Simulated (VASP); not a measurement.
Wanted: the native input for a VASP 6.6.1 run.

```
Task                               : single point
Functional                         : HF
Potentials or basis                : VASP PAW PBE potentials, release 64 (Sn_d)
Cutoff                             : 520 eV
k mesh                             : 5 × 5 × 5
Occupations                        : fermi-dirac, width 0.05 eV
Spin                               : no spin polarisation
Dipole correction                  : no
Grid for exact exchange (PRECFOCK) : Normal
Further INCAR settings             : ALGO = Normal; EDIFF = 1e-06; NBANDS = 13
Share of exact exchange            : 1
```

The system is Sn.

```
CELL_PARAMETERS angstrom
-2.10495 2.10495 1.78103
2.10495 -2.10495 1.78103
2.10495 2.10495 -1.78103
ATOMIC_POSITIONS crystal
Sn 0.00000 0.00000 0.00000
```

One way to write it, as run:

POSCAR

```
Sn
1.0
   -2.1049496823      2.1049496823      1.7810280307
    2.1049496823     -2.1049496823      1.7810280307
    2.1049496823      2.1049496823     -1.7810280307
Sn
1
Direct
    0.0000000000      0.0000000000      0.0000000000
```

INCAR.step1

```
SYSTEM = Sn
PREC = Accurate ; ENCUT = 520
EDIFF = 1E-5 ; ISMEAR = -1
SIGMA = 0.05 ; LREAL = .FALSE.
LASPH = .TRUE. ; NELM = 100
ALGO = Normal ; ISIF = 2
LWAVE = .TRUE. ; LCHARG = .FALSE.
GGA = PE ; NBANDS = 13
```

INCAR.step2

```
SYSTEM = Sn
PREC = Accurate ; ENCUT = 520
EDIFF = 1E-6 ; ISMEAR = -1
SIGMA = 0.05 ; LREAL = .FALSE.
LASPH = .TRUE. ; NELM = 100
ALGO = Normal ; ISIF = 2
LWAVE = .FALSE. ; LCHARG = .FALSE.
GGA = PE ; LHFCALC = .TRUE.
AEXX = 1.0 ; ALDAC = 0.0
AGGAC = 0.0 ; PRECFOCK = Normal
ISTART = 1 ; NBANDS = 13
```

KPOINTS

```
regular mesh
0
G
  5 5 5
  0 0 0
```

Potentials or basis: VASP PAW PBE potentials, release 64 (Sn_d).

Launch:

```bash
$ cat potpaw_PBE.64/Sn_d/POTCAR > POTCAR
$ cp INCAR.step1 INCAR
$ mpirun -np 1 vasp_std > vasp.out
$ cp INCAR.step2 INCAR
$ mpirun -np 1 vasp_std > vasp.out
```

Results of the run:

- Pressure: 1.1 GPa
- Band gap on the k mesh: zero (bands 7 and 8 overlap by 12.98 eV)

Caveat: the k points lie up to 0.46 Å⁻¹ apart, too coarse for converged energies and pressures of a metal; the PAW data sets were made with another functional, which shifts forces and pressure a little; spin-orbit coupling is left out, which moves the levels of the heavy elements.

It took 10 min on 1 thread of AMD EPYC 7R13 Processor (Zen 3) (shared host), peak memory 0.14 GiB.
